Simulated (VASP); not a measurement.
# La (P6_3/mmc) in VASP: notebook, part 2 of 2

VASP 6.6.1. The steps go on from the part before.

### 4 Single point, PBEsol (38.30 Å³/atom)

This run uses another cell than the first one, of 38.30 Å³/atom.

File INCAR:

```
PREC = Accurate ; ENCUT = 520
EDIFF = 1E-6 ; ISMEAR = -1
SIGMA = 0.1 ; LREAL = F
LASPH = T ; NELM = 100
ALGO = Normal ; ISIF = 2
LWAVE = F ; LCHARG = F
GGA = PS ; NBANDS = 30
```

File KPOINTS:

```
Automatic mesh
0
Gamma
  13 13 4
```

File POSCAR:

```
La
1.0
    3.8062924175      0.0000000000      0.0000000000
   -1.9031462087      3.2963459278      0.0000000000
    0.0000000000      0.0000000000     12.2092730459
La
4
Direct
    0.0000000000      0.0000000000      1.0000000000
    1.0000000000      0.0000000000      0.5000000000
    0.3333333333      0.6666666667      0.7500000000
    0.6666666667      0.3333333333      0.2500000000
```

Potentials or basis: VASP PAW PBE potentials, release 64 (La).

On the command line:

```sh
$ cat potpaw_PBE.64/La/POTCAR > POTCAR
$ mpirun -np 1 vasp_std > vasp.out
```

OUTCAR:

```text
PREC = Accurate
   ENCUT = 520
   EDIFF = 1E-6
   ISMEAR = -1
   LREAL = F
   LASPH = T
   NELM = 100
   ISIF = 2
   GGA = PS

 ion  position               nearest neighbor table
   1  0.000  0.000  0.000-
   2  0.000  0.000  0.500-
   3  0.333  0.667  0.750-
   4  0.667  0.333  0.250-

  LATTYP: Found a hexagonal cell.
 ALAT       =     3.8062924175
 C/A-ratio  =     3.2076550372

  Lattice vectors:

 A1 = (   3.8062924175,   0.0000000000,   0.0000000000)
 A2 = (  -1.9031462087,   3.2963459278,   0.0000000000)
 A3 = (   0.0000000000,   0.0000000000,  12.2092730459)

Analysis of symmetry for initial positions (statically):
=====================================================================
 Subroutine PRICEL returns:
 Original cell was already a primitive cell.

 Routine SETGRP: Setting up the symmetry group for a
 hexagonal supercell.

 Subroutine GETGRP returns: Found 24 space group operations
 (whereof 12 operations were pure point group operations)
 out of a pool of 24 trial point group operations.

The static configuration has the point symmetry D_3d.
 The point group associated with its full space group is D_6h.

Analysis of symmetry for dynamics (positions and initial velocities):
=====================================================================
 Subroutine PRICEL returns:
 Original cell was already a primitive cell.

 Routine SETGRP: Setting up the symmetry group for a
 hexagonal supercell.

 Subroutine GETGRP returns: Found 24 space group operations
 (whereof 12 operations were pure point group operations)
 out of a pool of 24 trial point group operations.

[... 116 lines left out ...]
   NELECT =      44.0000    total number of electrons
   NUPDOWN=      -1.0000    fix difference up-down
   EMIN   =  10.00;   EMAX   =-10.00  energy-range for DOS
   EFERMI =   0.00;   METHOD = LEGACY
   ISMEAR =    -1;   SIGMA  =   0.10  broadening in eV -4-tet -1-fermi 0-gaus
   EFERMI_NEDOS =   21; number of points for ismear=-14 and -15
   IALGO  =     38    algorithm
   IMIX   =      4    mixing-type and parameters
     AMIX     =   0.40;   BMIX     =  1.00
     AMIX_MAG =   1.60;   BMIX_MAG =  1.00
  volume/ion in A,a.u.               =      38.30       258.44
  Fermi-wavevector in a.u.,A,eV,Ry     =   1.080150  2.041188 15.874249  1.166724
  Thomas-Fermi vector in A             =   2.216134
   LORBIT       =      0    0 simple, 1 ext, 2 COOP (PROOUT), +10 PAW based schemes
   GGA     = PS    functional components
   LHFCALC =     F    Hartree Fock is set to
   AEXX    =    0.0000 exact exchange contribution
   IVDW    =     0    specifies the selected vdW correction
   LEPSILON=     F    determine dielectric tensor
   LRPA    =     F    only Hartree local field effects (RPA)
 non-spin polarized calculation
  energy-cutoff  :      520.00
  volume of cell :      153.19
 maximum number of plane-waves:      4150
   NGX = 15   NGY = 15   NGZ = 45

 number of electron      43.9999999 magnetization

 Free energy of the ion-electron system (eV)
  ---------------------------------------------------
  ext. energy  EPLUGINS =         0.00000000
  ---------------------------------------------------
  free energy    TOTEN  =       -21.34249103 eV

  energy without entropy =      -21.11801935  energy(sigma->0) =      -21.23025519

 E-fermi :   7.4416     XC(G=0):  -9.5582

 val. band max:        7.4350913434   @ k =   0.3077   0.1538   0.2500
 cond. band min:       7.4469803195   @ k =   0.3846   0.2308   0.0000
 fundamental gap:      0.0118889761
 Fermi energy:         7.4416003231

 k-point     1 :       0.0000    0.0000    0.0000
  band No.  band energies     occupation
      1     -25.4407      2.00000
      2     -25.3533      2.00000
      3     -25.3441      2.00000
      4     -25.2539      2.00000
      5      -9.7347      2.00000
      6      -9.1175      2.00000
[... 781 lines left out ...]
     29       8.9359      0.00000
     30       8.9773      0.00000

 [... further k-points ...]

------------------------ aborting loop because EDIFF is reached ----------------------------------------

  FORCE on cell =-STRESS in cart. coord.  units (eV):
  Direction    XX          YY          ZZ          XY          YZ          ZX
  --------------------------------------------------------------------------------------
  -------------------------------------------------------------------------------------
  Total       -2.6343671     -2.6343671     -2.5459316     -0.0000000      0.0000000     -0.0000000
  in kB      -27.5525719    -27.5525719    -26.6276337     -0.0000000      0.0000000     -0.0000000
  external PRESSURE =     -27.2442592 kB  Pullay stress =       0.0000000 kB

 VOLUME and BASIS-vectors are now :
 -----------------------------------------------------------------------------
  energy-cutoff  :      520.00
  volume of cell :      153.19
      direct lattice vectors                 reciprocal lattice vectors
     3.806292417  0.000000000  0.000000000     0.262722852  0.151683109  0.000000000
    -1.903146209  3.296345928  0.000000000     0.000000000  0.303366219  0.000000000
     0.000000000  0.000000000 12.209273046     0.000000000  0.000000000  0.081904958

 POSITION                                       TOTAL-FORCE (eV/Angst)
 -----------------------------------------------------------------------------------
      0.00000      0.00000      0.00000         0.000000      0.000000     -0.000000
      0.00000      0.00000      6.10464         0.000000      0.000000     -0.000000
     -0.00000      2.19756      9.15695         0.000000      0.000000      0.000000
      1.90315      1.09878      3.05232        -0.000000     -0.000000      0.000000
 -----------------------------------------------------------------------------------
    total drift:                               -0.000000      0.000000      0.000000

  FREE ENERGIE OF THE ION-ELECTRON SYSTEM (eV)
  ---------------------------------------------------
  free  energy   TOTEN  =       -21.3424910314 eV

  energy  without entropy=      -21.1180193511  energy(sigma->0) =      -21.23025519
```

OSZICAR:

```text
N       E                     dE             d eps       ncg     rms          rms(c)
DAV:   1     0.573911981258E+03    0.57391E+03   -0.14721E+04  3780   0.198E+03
DAV:   2     0.114574867022E+03   -0.45934E+03   -0.44940E+03  5508   0.390E+02
DAV:   3    -0.556725834629E+01   -0.12014E+03   -0.11756E+03  6382   0.236E+02
DAV:   4    -0.190245214755E+02   -0.13457E+02   -0.13095E+02  7056   0.836E+01
DAV:   5    -0.210687252060E+02   -0.20442E+01   -0.19851E+01  7496   0.328E+01    0.447E+00
DAV:   6    -0.213205906120E+02   -0.25187E+00   -0.31292E+00  7504   0.131E+01    0.208E+00
DAV:   7    -0.213360979931E+02   -0.15507E-01   -0.48835E-01  7544   0.597E+00    0.656E-01
DAV:   8    -0.213399566962E+02   -0.38587E-02   -0.79922E-02  7528   0.224E+00    0.226E-01
DAV:   9    -0.213413986607E+02   -0.14420E-02   -0.16418E-02  7504   0.110E+00    0.196E-01
DAV:  10    -0.213421178907E+02   -0.71923E-03   -0.48906E-03  6952   0.537E-01    0.814E-02
DAV:  11    -0.213421904237E+02   -0.72533E-04   -0.61572E-04  7528   0.217E-01    0.871E-02
DAV:  12    -0.213423714582E+02   -0.18103E-03   -0.54190E-04  6320   0.190E-01    0.444E-02
DAV:  13    -0.213426936438E+02   -0.32219E-03   -0.15495E-03  5968   0.302E-01    0.132E-01
DAV:  14    -0.213425086285E+02    0.18502E-03   -0.51596E-04  6232   0.203E-01    0.408E-02
DAV:  15    -0.213425104439E+02   -0.18154E-05   -0.49888E-05  6816   0.481E-02    0.400E-02
DAV:  16    -0.213425013649E+02    0.90790E-05   -0.97009E-06  6032   0.210E-02    0.307E-02
DAV:  17    -0.213424910892E+02    0.10276E-04   -0.16634E-05  6304   0.289E-02    0.235E-02
DAV:  18    -0.213424910314E+02    0.57848E-07   -0.10236E-06  3200   0.162E-02
   1 F= -.21342491E+02 E0= -.21230255E+02  d E =-.224472E+00
```

stdout:

```text
POSCAR found type information on POSCAR La
 POSCAR found :  1 types and       4 ions
 scaLAPACK will be used
 -----------------------------------------------------------------------------
|                                                                             |
|                                                                             |
|     You enforced a specific xc type in the INCAR file but a different       |
|     I HOPE YOU KNOW WHAT YOU ARE DOING!                                     |
|                                                                             |
 -----------------------------------------------------------------------------

 LDA part: xc-table for (Slater+PW92), standard interpolation
 POSCAR, INCAR and KPOINTS ok, starting setup
 FFT: planning ... GRIDC
 FFT: planning ... GRID_SOFT
 FFT: planning ... GRID
 WAVECAR not read
 entering main loop
```

Run time: 7.8 min. Hardware: 1 thread of Intel Xeon Platinum 8488C (Sapphire Rapids), shared host; peak memory 0.41 GiB.

Results:

```
Free energy            : -21.3425 eV
Pressure               : -2.7 GPa
Band gap on the k mesh : zero (bands 22 and 23 overlap by 1.05 eV)
```

Caveat: the PAW data sets were made with another functional, which shifts forces and pressure a little; spin-orbit coupling is left out, which moves the levels of the heavy elements.

### 5 Overview

| cell | gap on the mesh (eV) | pressure (GPa) |
| --- | --- | --- |
| a = 3.713, b = 3.713, c = 11.911 Å, angles 90.0, 90.0, 120.0°, 4 atoms | none | -1.0 |
| a = 3.760, b = 3.760, c = 12.062 Å, angles 90.0, 90.0, 120.0°, 4 atoms | none | -1.9 |
| a = 3.806, b = 3.806, c = 12.209 Å, angles 90.0, 90.0, 120.0°, 4 atoms | none | -2.7 |

Alike in all rows: task single point; level PBEsol; potentials or basis VASP PAW PBE potentials, release 64 (La); no spin polarisation; k mesh 13 × 13 × 4; cutoff (eV) 520; smearing fermi-dirac 0.1 eV.

Caveats: the PAW data sets were made with another functional, which shifts forces and pressure a little; spin-orbit coupling is left out, which moves the levels of the heavy elements.

Absolute energies hang on the potentials; compare differences alone.

The gap in the log of VASP goes by the Fermi energy; the results here count the filled bands.